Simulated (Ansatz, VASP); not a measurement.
# Two plane-wave programs on Cd

```
Cd
1.0
     0.00000    2.20992    2.20992
     2.20992    0.00000    2.20992
     2.20992    2.20992    0.00000
Cd
1
Direct
  0.00000 0.00000 0.00000
```

Alike in both runs: task relaxation of cell and atoms; functional r2SCAN; k mesh 12 × 12 × 12; occupations fermi-dirac, width 0.1 eV; no spin polarisation.

|  | VASP | Ansatz |
| --- | --- | --- |
| version | VASP 6.6.1 | Ansatz 0.2.0 |
| potentials or method | VASP PAW PBE potentials, release 64 (Cd), cutoff 550 eV | plane waves (500 eV) with PAW, scalar-relativistic |
| valence electrons in the cell | 12 | 20 |

|  | VASP | Ansatz | Ansatz less VASP |
| --- | --- | --- | --- |
| relaxed volume (Å³/atom) | 21.87 | 21.76 | -0.111 |
| relaxed cell length with the largest relative difference (Å) | 3.139 | 3.134 | -0.0053 |

VASP's potentials were made for PBE, not for r2SCAN. VASP's potentials hold 12 valence electrons a cell and Ansatz's 20, so a difference there can come from the potentials and not from the codes.
